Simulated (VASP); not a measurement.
Write the native input for VASP 6.6.1 that does the following.

```
Task                   : single point
Functional             : PBE
Potentials or basis    : VASP PAW PBE potentials, release 64 (K_sv, F)
Cutoff                 : 520 eV
k mesh                 : 8 × 8 × 8
Occupations            : gaussian, width 0.05 eV
Spin                   : no spin polarisation
Dipole correction      : no
Further INCAR settings : ALGO = Normal; EDIFF = 1e-06; NBANDS = 15
```

The structure of KF lies in POSCAR:

```
KF
1.0
    0.0000000000      2.6813066325      2.6813066325
    2.6813066325      0.0000000000      2.6813066325
    2.6813066325      2.6813066325      0.0000000000
K F
1 1
Direct
    0.0000000000      0.0000000000      0.0000000000
    0.5000000000      0.5000000000      0.5000000000
```

These files were run (other wordings do the same):

INCAR

```
SYSTEM = KF
PREC = Accurate
ENCUT = 520
EDIFF = 1E-6
ISMEAR = 0
SIGMA = 0.05
LREAL = .False.
LASPH = .True.
NELM = 80
ALGO = Normal
ISIF = 2
LWAVE = .False.
LCHARG = .True.
GGA = PE
LELF = .True.
LVHAR = .True.
NBANDS = 15
```

KPOINTS

```
regular mesh
0
Gamma
  8 8 8
  0 0 0
```

Potentials or basis: VASP PAW PBE potentials, release 64 (K_sv, F).

Run with:

```bash
$ cat potpaw_PBE.64/K_sv/POTCAR potpaw_PBE.64/F/POTCAR > POTCAR
$ mpirun -np 1 vasp_std > vasp.out
```

Results of the run:

```yaml
Pressure: 1.0 GPa
Band_gap_on_the_k_mesh: 6.11 eV, direct
```

Run time: 8.2 s on 1 thread of Intel(R) Xeon(R) 6975P-C (Granite Rapids) (shared host), peak memory 0.16 GiB.
